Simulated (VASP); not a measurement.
Input of a VASP 6.6.1 run:

The input INCAR:

```
ALGO = Normal ; EDIFF = 1E-6
ENCUT = 520 ; GGA = PE
ISIF = 2 ; ISMEAR = -1
LASPH = T ; LCHARG = F
LREAL = F ; LWAVE = F
NBANDS = 28 ; NELM = 80
PREC = Accurate ; SIGMA = 0.1
```

The input KPOINTS:

```
k-points
0
Gamma
  7 7 10
```

The input POSCAR:

```
Pb
1.0
    5.8433023410      0.0000000000      0.0000000000
   -2.9216511705      5.0604482693      0.0000000000
    0.0000000000      0.0000000000      3.5312013190
Pb
3
Direct
    0.0000000000      0.0000000000      0.0000000000
    0.3333333333      0.6666666667      0.5000000000
    0.6666666667      0.3333333333      0.5000000000
```

Potentials or basis: VASP PAW PBE potentials, release 64 (Pb_d).

The run is started by

```sh
$ cat potpaw_PBE.64/Pb_d/POTCAR > POTCAR
$ mpirun -np 1 vasp_std > vasp.out
```

Problem. Predict the pressure.

Solution. -2.4 GPa.

Problem. Predict the band gap on the k mesh.

Solution. Zero (band 21 reaches 7.46 eV, above the bottom of band 22 at 4.14 eV).

Stress tensor (GPa, compression positive):
```
-2.21  0.00  0.00
 0.00 -2.21  0.00
 0.00  0.00 -2.92
```

Caveat: spin-orbit coupling is left out, which moves the levels of the heavy elements.
